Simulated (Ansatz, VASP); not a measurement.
# One calculation of GaSi2, two programs

```
Ga Si
1.0
     4.12663    0.00000    0.00000
     0.00000    4.12663    0.00000
     0.00000    0.00000    5.94076
Ga Si
2 4
Cartesian
  0.0000 0.0000 0.0000
  2.0633 2.0633 2.9704
  0.0000 2.0633 1.2060
  0.0000 2.0633 4.1764
  2.0633 0.0000 1.7644
  2.0633 0.0000 4.7348
```

Alike in both runs: task single point; functional r2SCAN; k mesh 4 × 4 × 4; occupations gaussian, width 0.1 eV; no spin polarisation.

```csv
,VASP,Ansatz
version,VASP 6.6.1,Ansatz 0.2.0
potentials or method,"VASP PAW PBE potentials, release 64 (Ga_d, Si), cutoff 520 eV","scalar-relativistic, plane waves, PAW"
valence electrons in the cell,42,42
```

```csv
,VASP,Ansatz,Ansatz less VASP
gap on the k mesh at the Fermi level (eV),none,none,-
pressure (GPa),8.9,8.9,-0.02
"traceless stress, the component that is largest in VASP (GPa)",-1.18,-1.13,+0.051
rms of the force components (eV/Å),0.541,0.540,-0.0008
```

VASP's potentials were made for PBE, not for r2SCAN. Atom by atom the forces differ by 0.001 eV/Å (rms over components). A gap of «none» marks a metal or a gap that the smearing closes.

The k mesh is coarse, so the values compare programs but aren't converged.
